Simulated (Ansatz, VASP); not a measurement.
# La: VASP beside Ansatz

```
CELL_PARAMETERS angstrom
3.62470 0.00000 0.00000
-1.81235 3.13908 0.00000
0.00000 0.00000 12.55400
ATOMIC_POSITIONS crystal
La 0.00000 0.00000 0.00000
La 0.00000 0.00000 0.50000
La 0.33333 0.66667 0.25000
La 0.66667 0.33333 0.75000
```

Alike in both runs: task single point; functional PBEsol; k mesh 12 × 12 × 4; occupations gaussian, width 0.15 eV; no spin polarisation.

|  | VASP | Ansatz |
| --- | --- | --- |
| version | VASP 6.6.1 | Ansatz 0.2.0 |
| potentials or method | VASP PAW PBE potentials, release 64 (La), cutoff 520 eV | scalar-relativistic, plane waves, PAW |
| valence electrons in the cell | 44 | 44 |

```csv
,VASP,Ansatz,Ansatz less VASP
gap on the k mesh at the Fermi level (eV),none,none,-
pressure (GPa),-1.0,-1.1,-0.05
"traceless stress, the component that is largest in VASP (GPa)",-2.33,-2.33,+0.006
```

VASP's potentials were made for PBE, not for PBEsol. A gap of «none» marks a metal or a gap that the smearing closes. The functional is the same, so the differences come from potentials, cutoffs and numerics.

Neither program's run includes spin-orbit coupling.
